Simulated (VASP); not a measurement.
Here is a VASP 6.6.1 calculation.

INCAR

```
SYSTEM = C
PREC = Accurate
ENCUT = 520
EDIFF = 1E-7
ISMEAR = 0
SIGMA = 0.1
LREAL = .FALSE.
LASPH = .TRUE.
NELM = 150
ALGO = Normal
ISIF = 2
LWAVE = .FALSE.
LCHARG = .FALSE.
ISPIN = 2
MAGMOM = 1 1
LORBIT = 11
GGA = PE
NBANDS = 15
```

File KPOINTS:

```
Automatic mesh
0
G
  8 6 8
  0 0 0
```

Contents of POSCAR:

```
C
1.0
    2.0930722400      0.0000000000      0.0000000000
    0.0000000000      3.1455266200      0.0000000000
    0.0000000000      0.0000000000      2.0175486700
C
2
Direct
    0.0000000000      0.0000000000      0.6687917700
    0.5000000000      0.5000000000      0.3312082300
```

Potentials or basis: VASP PAW PBE potentials, release 64 (C).

Launch:

```bash
$ cat potpaw_PBE.64/C/POTCAR > POTCAR
$ mpirun -np 1 vasp_std > vasp.out
```

Problem. Estimate the net moment.

Solution. 0.00 μB per cell.

Problem. Estimate the pressure.

Solution. 2.6 GPa.

Stress tensor (GPa, compression positive):
```
  0.17   0.00   0.00
  0.00  20.01   0.00
  0.00   0.00 -12.29
```

Caveat: the k points lie up to 0.39 Å⁻¹ apart.
